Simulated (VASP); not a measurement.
Here is a VASP 6.6.1 calculation.

The input INCAR:

```
PREC = Accurate
ENCUT = 520
EDIFF = 1E-6
ISMEAR = 0
SIGMA = 0.05
LREAL = F
LASPH = T
NELM = 80
ALGO = Normal
ISIF = 2
LWAVE = F
LCHARG = F
GGA = PE
NELECT = 48.0
NBANDS = 36
```

The input KPOINTS:

```
Automatic mesh
0
Gamma
  6 6 6
```

File POSCAR:

```
HC12
1.0
   -3.5715485858     -1.7857742929     -1.7857742929
   -1.7857742929     -3.5715485858      1.7857742929
   -3.5715485858      1.7857742929      1.7857742929
C H
12 1
Direct
    0.9166666667      0.6666666667      0.2500000000
    0.5833333333      0.3333333333      0.2500000000
    0.2500000000      0.0000000000      0.2500000000
    0.0833333333      0.3333333333      0.7500000000
    0.7500000000      0.0000000000      0.7500000000
    0.4166666667      0.6666666667      0.7500000000
    0.5416666667      0.6666666667      0.3750000000
    0.2083333333      0.3333333333      0.3750000000
    0.8750000000      0.0000000000      0.3750000000
    0.7083333333      0.3333333333      0.8750000000
    0.3750000000      0.0000000000      0.8750000000
    0.0416666667      0.6666666667      0.8750000000
    0.7916666667      0.6666666667      0.1250000000
```

Potentials or basis: VASP PAW PBE potentials, release 64 (C, H).

Run with:

```console
$ cat potpaw_PBE.64/C/POTCAR potpaw_PBE.64/H/POTCAR > POTCAR
$ mpirun -np 1 vasp_std > vasp.out
```

Question: Estimate the largest force.

Answer: 16.788 eV/Å.

Forces on the atoms (eV/Å):
```
C   -16.788  -0.012  -0.012
C     0.308   0.102  -0.155
C     0.308  -0.155   0.102
C     0.235   0.192  -0.134
C     0.235  -0.134   0.192
C    -1.111   0.034   0.034
C     1.466   3.171   3.171
C     0.006   0.306  -0.117
C     0.006  -0.117   0.306
C     0.194  -0.010  -0.175
C     0.194  -0.175  -0.010
C     1.584  -3.163  -3.163
H    13.364  -0.038  -0.038
```

Caveat: the cell carries a net charge on a neutralising background, which shifts energy and pressure.
